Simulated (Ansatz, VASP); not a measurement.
## BP: VASP beside Ansatz

```
B P
1.0
     0.00000    2.27408    2.27408
     2.27408    0.00000    2.27408
     2.27408    2.27408    0.00000
B P
1 1
Direct
  0.00000 0.00000 0.00000
  0.25000 0.25000 0.25000
```

Alike in both runs: functional PBE; k mesh 10 × 10 × 10; occupations gaussian, width 0.02 eV; no spin polarisation.

Ansatz relaxed the structure, and its values are those at the end. VASP's run is a single point on that final structure, the one shown.

|  | VASP | Ansatz |
| --- | --- | --- |
| version | VASP 6.6.1 | Ansatz 0.2.0 |
| potentials or method | VASP PAW PBE potentials, release 64 (B, P), cutoff 500 eV | scalar-relativistic, plane waves, PAW |
| valence electrons in the cell | 8 | 8 |

Ansatz gave:

* gap on the k mesh at the Fermi level (eV): 1.25
* least direct gap on the mesh (eV): 3.39
* pressure (GPa): 0.0

Task: Estimate VASP's values.

Result: gap on the k mesh at the Fermi level (eV): 1.25; least direct gap on the mesh (eV): 3.39; pressure (GPa): -0.2.
